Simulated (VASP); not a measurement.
MgO, 4 atoms in the cell. Symmetry: P6_3mc, No. 186, hexagonal system. Conventional cell: a = 3.289 Å, b = 3.289 Å, c = 5.032 Å, α = 90.00°, β = 90.00°, γ = 120.00°. Mg (site symmetry 3m) has 4 O at 1.97 to 1.99 Å within 2.6 Å. O (site symmetry 3m) has 4 Mg at 1.97 to 1.99 Å within 2.6 Å. 

```yaml
Program: VASP 6.6.1
Task: single point
Functional: r2SCAN
Potentials_or_basis: VASP PAW PBE potentials, release 64 (Mg, O)
Cutoff: 520 eV
k_mesh: 12 × 12 × 6
Occupations: gaussian, width 0.02 eV
Spin: no spin polarisation
Dipole_correction: no
Further_INCAR_settings: ALGO = Normal; EDIFF = 1e-07; NBANDS = 16
```

Potentials or basis: VASP PAW PBE potentials, release 64 (Mg, O).

The run is started by

```sh
$ cat potpaw_PBE.64/Mg/POTCAR potpaw_PBE.64/O/POTCAR > POTCAR
$ cp INCAR.step1 INCAR
$ mpirun -np 1 vasp_std > vasp.out
$ cp INCAR.step2 INCAR
$ mpirun -np 1 vasp_std > vasp.out
```

Hardware: 1 thread of Intel Xeon 8259CL, with other jobs on the host.

Q: How long does it take, and how much memory?

A: Run time: 4.9 min on 1 thread of Intel Xeon 8259CL (shared host), peak memory 0.2 GiB. Counts: k points 76.
